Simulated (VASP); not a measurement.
# La (Im-3m) in VASP: electric field gradients with LDA

Aim: the electric field gradients of La with LDA.

All numbers are computed with VASP 6.6.1; they aren't measurements. Logs are shortened: lines on timing, memory, paths and dates and some standing lists are left out, and cuts for length are marked.

**1. The cell of the first run**

The structure is cubic, space group Im-3m (No. 229). Conventional cell: a = 4.248 Å, b = 4.248 Å, c = 4.248 Å, α = 90.00°, β = 90.00°, γ = 90.00°. La (site symmetry m-3m) has 14 La at 3.68 to 4.25 Å within 4.8 Å.

This isn't the form of La at room conditions, which is double hcp.

**2. Electric field gradients, LDA, non-collinear spin, zero start, spin-orbit coupling**

File INCAR:

```
PREC = Accurate
ENCUT = 520
EDIFF = 1E-8
ISMEAR = -1
SIGMA = 0.03
LREAL = F
LASPH = T
NELM = 150
ALGO = Normal
ISIF = 2
LWAVE = F
LCHARG = F
MAGMOM = 0 0 0
LORBIT = 11
LSORBIT = T
GGA_COMPAT = F
LORBMOM = T
LMAXMIX = 6
GGA = CA
LEFG = T
NBANDS = 22
```

File KPOINTS:

```
Automatic mesh
0
Gamma
  11 11 11
```

File POSCAR:

```
La
1.0
   -2.1238310710      2.1238310710      2.1238310710
    2.1238310710     -2.1238310710      2.1238310710
    2.1238310710      2.1238310710     -2.1238310710
La
1
Direct
    0.0000000000      0.0000000000      0.0000000000
```

Potentials or basis: VASP PAW LDA potentials, release 64 (La).

Run with:

```console
$ cat potpaw_LDA.64/La/POTCAR > POTCAR
$ mpirun -np 1 vasp_ncl > vasp.out
```

OUTCAR:

```text
PREC = Accurate
   ENCUT = 520
   EDIFF = 1E-8
   ISMEAR = -1
   LREAL = F
   LASPH = T
   NELM = 150
   ISIF = 2
   LORBIT = 11
   LSORBIT = T
   GGA = CA

 ion  position               nearest neighbor table
   1  0.000  0.000  0.000-

  LATTYP: Found a body centered cubic cell.
 ALAT       =     4.2476621420

  Lattice vectors:

 A1 = (  -2.1238310710,   2.1238310710,   2.1238310710)
 A2 = (   2.1238310710,  -2.1238310710,   2.1238310710)
 A3 = (   2.1238310710,   2.1238310710,  -2.1238310710)

Analysis of symmetry for initial positions (statically):
=====================================================================
 Subroutine PRICEL returns:
 Original cell was already a primitive cell.

 Routine SETGRP: Setting up the symmetry group for a
 body centered cubic supercell.

 Subroutine GETGRP returns: Found 48 space group operations
 (whereof 48 operations were pure point group operations)
 out of a pool of 48 trial point group operations.

The static configuration has the point symmetry O_h .

Analysis of symmetry for dynamics (positions and initial velocities):
=====================================================================
 Subroutine PRICEL returns:
 Original cell was already a primitive cell.

 Routine SETGRP: Setting up the symmetry group for a
 body centered cubic supercell.

 Subroutine GETGRP returns: Found 48 space group operations
 (whereof 48 operations were pure point group operations)
 out of a pool of 48 trial point group operations.

The dynamic configuration has the point symmetry O_h .

Analysis of structural, dynamic, and magnetic symmetry:
=====================================================================
 Subroutine PRICEL returns:
 Original cell was already a primitive cell.

 Routine SETGRP: Setting up the symmetry group for a
 body centered cubic supercell.

 Subroutine GETGRP returns: Found 48 space group operations
 (whereof 48 operations were pure point group operations)
 out of a pool of 48 trial point group operations.

The overall configuration has the point symmetry O_h .

 Subroutine INISYM returns: Found 48 space group operations
 (whereof 48 operations are pure point group operations),
 and found     1 'primitive' translations

----------------------------------------------------------------------------------------

                                     Primitive cell
[... 771 lines left out ...]
    total drift:                                0.000000      0.000000      0.000000

  FREE ENERGIE OF THE ION-ELECTRON SYSTEM (eV)
  ---------------------------------------------------
  free  energy   TOTEN  =        -5.6730175702 eV

  energy  without entropy=       -5.6600960844  energy(sigma->0) =       -5.66655683

 Electric field gradients (V/A^2)
---------------------------------------------------------------------
 ion       V_xx      V_yy      V_zz      V_xy      V_xz      V_yz
---------------------------------------------------------------------
   1       0.000     0.000     0.000    -0.000    -0.000    -0.000
---------------------------------------------------------------------

 Electric field gradients after diagonalization (V/A^2)
 (convention: |V_zz| > |V_xx| > |V_yy|)
----------------------------------------------------------------------
 ion       V_xx      V_yy      V_zz     asymmetry (V_yy - V_xx)/ V_zz
----------------------------------------------------------------------
   1       0.000     0.000    -0.001       0.000
----------------------------------------------------------------------

           NMR quadrupolar parameters

 Cq : quadrupolar parameter    Cq=e*Q*V_zz/h
 eta: asymmetry parameters     (V_yy - V_xx)/ V_zz
 Q  : nuclear electric quadrupole moment in mb (millibarn)
----------------------------------------------------------------------
 ion       Cq(MHz)       eta       Q (mb)
----------------------------------------------------------------------
   1      -0.000       0.000       1.000
----------------------------------------------------------------------

 orbital moment (x)

 # of ion     p       d       f       tot
 ------------------------------------------------
  1         0.000  -0.000   0.000  -0.000
 ------------------------------------------------
            0.000  -0.000   0.000  -0.000

 orbital moment (y)

 # of ion     p       d       f       tot
 ------------------------------------------------
  1         0.000   0.000   0.000   0.000
 ------------------------------------------------
            0.000   0.000   0.000   0.000

 orbital moment (z)

 # of ion     p       d       f       tot
 ------------------------------------------------
  1         0.000   0.000   0.000   0.000
 ------------------------------------------------
            0.000   0.000   0.000   0.000

 Spin-Orbit-Coupling matrix elements

 Ion:    1  E_soc:     -0.6253739
 l=   1
     0.0000000    -0.1030621    -0.1030621
    -0.1030621     0.0000000    -0.1030621
    -0.1030621    -0.1030621     0.0000000
 l=   2
     0.0000000     0.0000880     0.0000000     0.0000880    -0.0010943
     0.0000880     0.0000000    -0.0008207     0.0000880    -0.0002736
     0.0000000    -0.0008207     0.0000000    -0.0008207     0.0000000
     0.0000880     0.0000880    -0.0008207     0.0000000    -0.0002736
    -0.0010943    -0.0002736     0.0000000    -0.0002736     0.0000000
 l=   3
     0.0000000    -0.0000166     0.0000000     0.0000000     0.0000000    -0.0000003    -0.0001157
    -0.0000166     0.0000000    -0.0000276     0.0000000    -0.0000276    -0.0000442    -0.0000166
     0.0000000    -0.0000276     0.0000000    -0.0000575    -0.0000007    -0.0000586     0.0000000
     0.0000000     0.0000000    -0.0000575     0.0000000    -0.0000575     0.0000000     0.0000000
     0.0000000    -0.0000276    -0.0000007    -0.0000575     0.0000000    -0.0000586     0.0000000
    -0.0000003    -0.0000442    -0.0000586     0.0000000    -0.0000586     0.0000000    -0.0000003
    -0.0001157    -0.0000166     0.0000000     0.0000000     0.0000000    -0.0000003     0.0000000

 total charge

# of ion       s       p       d       f       tot
--------------------------------------------------
    1        2.084   5.549   0.869   0.086   8.588

 magnetization (x)

# of ion       s       p       d       f       tot
--------------------------------------------------
    1       -0.000   0.000  -0.000   0.000  -0.000

 magnetization (y)

# of ion       s       p       d       f       tot
--------------------------------------------------
    1        0.000   0.000  -0.000   0.000   0.000

 magnetization (z)

# of ion       s       p       d       f       tot
--------------------------------------------------
    1       -0.000   0.000  -0.000   0.000  -0.000
```

It took 1.9 min on 1 thread of Oxide Virtual Turin-like, shared host; peak memory 0.22 GiB.

What came out:

```
Free energy                                           : -5.6730 eV
Pressure                                              : -3.7 GPa
Net moment                                            : 0.00 μB per cell
Largest electric field gradient by atom               : under 0.05 V/Å² on every atom
Valence electrons inside the program's atomic spheres : La 8.59
```

Moments on the atoms (μB; x, y, z):
```
La  0.00 0.00 0.00
```

Caveat: the cell stands under tension.
